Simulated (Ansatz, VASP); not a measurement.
**One calculation of Si, two programs**

```xyz
7
Lattice="3.4769 0.0000 0.0000 -1.7385 3.0111 0.0000 0.0000 0.0000 13.3861" Properties=species:S:1:pos:R:3 pbc="T T T"
Si    0.0000    2.0074    7.6492
Si    1.7385    1.0037    9.5615
Si    0.0000    2.0074   11.4738
Si    0.0000    0.0000    0.0000
Si    1.7385    1.0037    1.9123
Si    0.0000    2.0074    3.8246
Si    1.7385    1.0037    5.7369
```

Alike in both runs: task single point; functional PBE; k mesh 6 × 6 × 2; occupations gaussian, width 0.1 eV; no spin polarisation.

|  | VASP | Ansatz |
| --- | --- | --- |
| version | VASP 6.6.1 | Ansatz 0.2.0 |
| potentials or method | VASP PAW PBE potentials, release 64 (Si), cutoff 520 eV | scalar-relativistic, plane waves, PAW |
| valence electrons in the cell | 28 | 28 |

|  | VASP | Ansatz | Ansatz less VASP |
| --- | --- | --- | --- |
| gap on the k mesh at the Fermi level (eV) | none | none | - |
| pressure (GPa) | -13.3 | -13.3 | +0.01 |
| traceless stress, the component that is largest in VASP (GPa) | -8.77 | -8.76 | +0.010 |
| rms of the force components (eV/Å) | 0.049 | 0.049 | +0.0001 |

Atom by atom the forces differ by 0.000 eV/Å (rms over components). A gap of «none» marks a metal or a gap that the smearing closes.
